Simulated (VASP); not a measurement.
A run of VASP 6.6.1 is set up as follows.

The input INCAR:

```
SYSTEM = Ir
  PREC = Accurate
  ENCUT = 520
  EDIFF = 1E-6
  ISMEAR = -1
  SIGMA = 0.05
  LREAL = .FALSE.
  LASPH = .TRUE.
  NELM = 60
  ALGO = Normal
  ISIF = 2
  LWAVE = .FALSE.
  LCHARG = .FALSE.
  GGA = PE
  NBANDS = 10
```

File KPOINTS:

```
Automatic mesh
0
G
  18 18 18
  0 0 0
```

POSCAR

```
Ir
1.0
    2.5701960434      0.0000000000      0.0000000000
    0.0000000000      2.5701960434      0.0000000000
    0.0000000000      0.0000000000      2.5701960434
Ir
1
Direct
    0.0000000000      0.0000000000      0.0000000000
```

Potentials or basis: VASP PAW PBE potentials, release 64 (Ir).

Command:

```bash
$ cat potpaw_PBE.64/Ir/POTCAR > POTCAR
$ mpirun -np 1 vasp_std > vasp.out
```

Task: Estimate the pressure.

Result: 0.2 GPa.
